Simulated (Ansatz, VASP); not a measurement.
This is a calculation of PbS for Ansatz 0.2.0.

input.yaml

```yaml
crystal:
  lattice:
    - [2.1207464379, -6.1088031065, 0.0]
    - [2.1207464379, 6.1088031065, 0.0]
    - [0.0, 0.0, 4.3632505017]
  atoms:
    - { symbol: Pb, position: [0.13056335, 0.86943665, 0.25] }
    - { symbol: Pb, position: [0.86943665, 0.13056335, 0.75] }
    - { symbol: S, position: [0.35479709, 0.64520291, 0.25] }
    - { symbol: S, position: [0.64520291, 0.35479709, 0.75] }
hamiltonian:
  xc: lda
  pseudopotentials: { kind: paw }
kpoints:
  mp_grid: { grid: [7, 7, 6] }
scf:
  occupations: { method: fermi_dirac, width: 0.05 }
output:
  forces: true
  stress: true
  eigenvalues: true
```

Potentials or basis: Ansatz PAW.

Run with:

```sh
$ ansatz run input.yaml --threads 2 --pin off --max-ram 5120MiB --backend cpu --events-out ev --progress --plain --runs-dir out
```

Question: Set up the same calculation for VASP 6.6.1. Potentials there: VASP PAW LDA potentials, release 64 (Pb_d, S).

Answer: As run (the cutoff follows the program's own potentials):

The input INCAR:

```
SYSTEM = PbS
  PREC = Accurate
  ENCUT = 520
  EDIFF = 1E-6
  ISMEAR = -1
  SIGMA = 0.05
  LREAL = .False.
  LASPH = .True.
  NELM = 60
  ALGO = Normal
  ISIF = 2
  LWAVE = .False.
  LCHARG = .False.
  NBANDS = 28
```

KPOINTS

```
regular mesh
0
Gamma
  7 7 6
  0 0 0
```

POSCAR

```
PbS
1.0
    2.1207464379     -6.1088031065      0.0000000000
    2.1207464379      6.1088031065      0.0000000000
    0.0000000000      0.0000000000      4.3632505017
Pb S
2 2
Direct
    0.1305633500      0.8694366500      0.2500000000
    0.8694366500      0.1305633500      0.7500000000
    0.3547970900      0.6452029100      0.2500000000
    0.6452029100      0.3547970900      0.7500000000
```

Potentials or basis: VASP PAW LDA potentials, release 64 (Pb_d, S).

The run is started by

```console
$ cat potpaw_LDA.64/Pb_d/POTCAR potpaw_LDA.64/S/POTCAR > POTCAR
$ mpirun -np 1 vasp_std > vasp.out
```

Both were run:

|  | VASP | Ansatz | Ansatz less VASP |
| --- | --- | --- | --- |
| gap on the k mesh at the Fermi level (eV) | 1.19 | 1.19 | +0.005 |
| least direct gap on the mesh (eV) | 1.26 | 1.27 | +0.005 |
| pressure (GPa) | -5.9 | -5.9 | 0.00 |
| traceless stress, the component that is largest in VASP (GPa) | 0.45 | 0.47 | +0.016 |
| rms of the force components (eV/Å) | 0.200 | 0.204 | +0.0048 |

LDA's correlation is that of Perdew and Zunger in VASP and of Perdew and Wang (1992) in Ansatz. Atom by atom the forces differ by 0.005 eV/Å (rms over components).

Spin-orbit coupling is off throughout. Noted on Ansatz's run: odd divisions of the mesh miss points on the zone boundary, where band edges often lie, so the gap on the mesh can be too wide.
